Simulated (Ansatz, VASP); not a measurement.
Two plane-wave programs on Pd

File INCAR:

```
  PREC = Accurate
  ENCUT = 520
  EDIFF = 1E-7
  ISMEAR = 0
  SIGMA = 0.1
  LREAL = F
  LASPH = T
  NELM = 80
  ALGO = Fast
  ISIF = 2
  LWAVE = F
  LCHARG = T
  GGA = PS
  LELF = T
  LVHAR = T
  NBANDS = 11
```

Contents of KPOINTS:

```
Automatic mesh
0
Gamma
  8 8 8
```

POSCAR

```
Pd
1.0
    0.0000000000      1.9881792682      1.9881792682
    1.9881792682      0.0000000000      1.9881792682
    1.9881792682      1.9881792682      0.0000000000
Pd
1
Direct
    0.0000000000      0.0000000000      0.0000000000
```

Input for Ansatz:

```yaml
crystal:
  lattice:
    - [0.0, 1.9881792682, 1.9881792682]
    - [1.9881792682, 0.0, 1.9881792682]
    - [1.9881792682, 1.9881792682, 0.0]
  atoms:
    - { symbol: Pd, position: [0.0, 0.0, 0.0] }
basis:
  ecutwfc: 420
kpoints:
  mp_grid: { grid: [8, 8, 8] }
hamiltonian:
  xc: pbesol
scf:
  occupations: { method: gaussian, width: 0.1 }
output:
  forces: true
  stress: true
  eigenvalues: true
```

Alike in both runs: task single point; functional PBEsol; k mesh 8 × 8 × 8; occupations gaussian, width 0.1 eV; no spin polarisation.

```csv
,VASP,Ansatz
version,VASP 6.6.1,Ansatz 0.2.0
potentials or method,"VASP PAW PBE potentials, release 64 (Pd), cutoff 520 eV","scalar-relativistic, plane waves, PAW"
valence electrons in the cell,10,18
```

|  | VASP | Ansatz | Ansatz less VASP |
| --- | --- | --- | --- |
| gap on the k mesh at the Fermi level (eV) | none | none | - |
| pressure (GPa) | -12.3 | -12.0 | +0.22 |

VASP's potentials were made for PBE, not for PBEsol. A gap of «none» marks a metal or a gap that the smearing closes. VASP's potentials hold 10 valence electrons a cell and Ansatz's 18, so a difference there can come from the potentials and not from the codes.
